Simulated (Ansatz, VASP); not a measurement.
**One calculation of Na, two programs**

The input INCAR:

```
PREC = Accurate ; ENCUT = 400
EDIFF = 1E-8 ; ISMEAR = -1
SIGMA = 0.05 ; LREAL = False
LASPH = True ; NELM = 120
ALGO = Normal ; ISIF = 2
LWAVE = False ; LCHARG = False
GGA = PE ; LEFG = True
NBANDS = 10 ; GGA_COMPAT = False
```

The input KPOINTS:

```
Automatic mesh
0
Gamma
  12 12 12
```

Contents of POSCAR:

```
Na
1.0
   -2.1590301515      2.1590301515      2.1590301515
    2.1590301515     -2.1590301515      2.1590301515
    2.1590301515      2.1590301515     -2.1590301515
Na
1
Direct
    0.0000000000      0.0000000000      0.0000000000
```

Input for Ansatz:

```yaml
crystal:
  lattice:
    - [-2.1590301515, 2.1590301515, 2.1590301515]
    - [2.1590301515, -2.1590301515, 2.1590301515]
    - [2.1590301515, 2.1590301515, -2.1590301515]
  atoms:
    - { symbol: Na, position: [0.0, 0.0, 0.0] }
kpoints:
  mp_grid: { grid: [12, 12, 12] }
scf:
  occupations: { method: fermi_dirac, width: 0.05 }
hamiltonian:
  xc: pbe
  pseudopotentials: { kind: paw }
output:
  forces: true
  stress: true
  eigenvalues: true
  efg: { contact_densities: true }
```

Change from the starting cell: volume scaled by 1.06, PAW files.

Alike in both runs: task electric field gradients; functional PBE; k mesh 12 × 12 × 12; occupations fermi-dirac, width 0.05 eV; no spin polarisation.

|  | VASP | Ansatz |
| --- | --- | --- |
| version | VASP 6.6.1 | Ansatz 0.2.0 |
| potentials or method | VASP PAW PBE potentials, release 64 (Na_pv) | PAW with Ansatz's default frozen-core files, scalar-relativistic |
| plane-wave cutoff (eV) | 400 | 420 |
| valence electrons in the cell | 7 | 9 |

|  | VASP | Ansatz | Ansatz less VASP |
| --- | --- | --- | --- |
| pressure (GPa) | -0.7 | -0.6 | +0.16 |

VASP's potentials hold 7 valence electrons a cell and Ansatz's 9, so a difference there can come from the potentials and not from the codes.
